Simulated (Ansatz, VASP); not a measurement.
## Yb in VASP and in Ansatz

The input INCAR:

```
SYSTEM = Yb
ALGO = Normal
EDIFF = 1E-6
ENCUT = 520
GGA = PE
ISIF = 2
ISMEAR = -1
ISPIN = 2
LASPH = .True.
LCHARG = .True.
LELF = .True.
LMAXMIX = 6
LORBIT = 11
LREAL = .False.
LVHAR = .True.
LWAVE = .False.
MAGMOM = 1.5
NBANDS = 22
NELM = 150
NUPDOWN = 1.5
PREC = Accurate
SIGMA = 0.05
```

File KPOINTS:

```
k-points
0
Gamma
  7 7 7
  0 0 0
```

Contents of POSCAR:

```
Yb
1.0
   -2.1514830000      2.1514830000      2.1514830000
    2.1514830000     -2.1514830000      2.1514830000
    2.1514830000      2.1514830000     -2.1514830000
Yb
1
Direct
    0.0000000000      0.0000000000      0.0000000000
```

The input input.yaml:

```yaml
crystal:
  lattice:
    - [-2.151483, 2.151483, 2.151483]
    - [2.151483, -2.151483, 2.151483]
    - [2.151483, 2.151483, -2.151483]
  atoms:
    - { symbol: Yb, position: [0.0, 0.0, 0.0], spin: 1.5 }
hamiltonian:
  xc: pbe
  pseudopotentials: { kind: paw }
magnetization:
  spin_polarized: true
  initial_magnetization: 1.5
  spin_locking: { lock_magnetization: hard }
kpoints:
  mp_grid: { grid: [7, 7, 7] }
scf:
  occupations: { method: fermi_dirac, width: 0.05 }
  lower_state_search: "off"
output:
  forces: true
  stress: true
  eigenvalues: true
  write_density: true
  write_potential: true
  elf: true
  volumetric_format: npy
```

Alike in both runs: task single point; functional PBE; k mesh 7 × 7 × 7; occupations fermi-dirac, width 0.05 eV; collinear spin; fixed moment 1.5 μB.

|  | VASP | Ansatz |
| --- | --- | --- |
| version | VASP 6.6.1 | Ansatz 0.2.0 |
| potentials or method | VASP PAW PBE potentials, release 64 (Yb) | Ansatz PAW |
| plane-wave cutoff (eV) | 520 | 420 |
| valence electrons in the cell | 24 | 24 |

|  | VASP | Ansatz | Ansatz less VASP |
| --- | --- | --- | --- |
| pressure (GPa) | -3.2 | -1.7 | +1.50 |
| net moment per atom (μB) | 1.50 | 1.50 | 0.000 |
| size of the moment on the site where the two differ most (μB) | 0.66 | 0.87 | +0.207 |

Site moments also hang on the region over which each program counts them. With one functional, cell and mesh, what is left measures potentials, basis and numerics.

Spin-orbit coupling is off throughout.
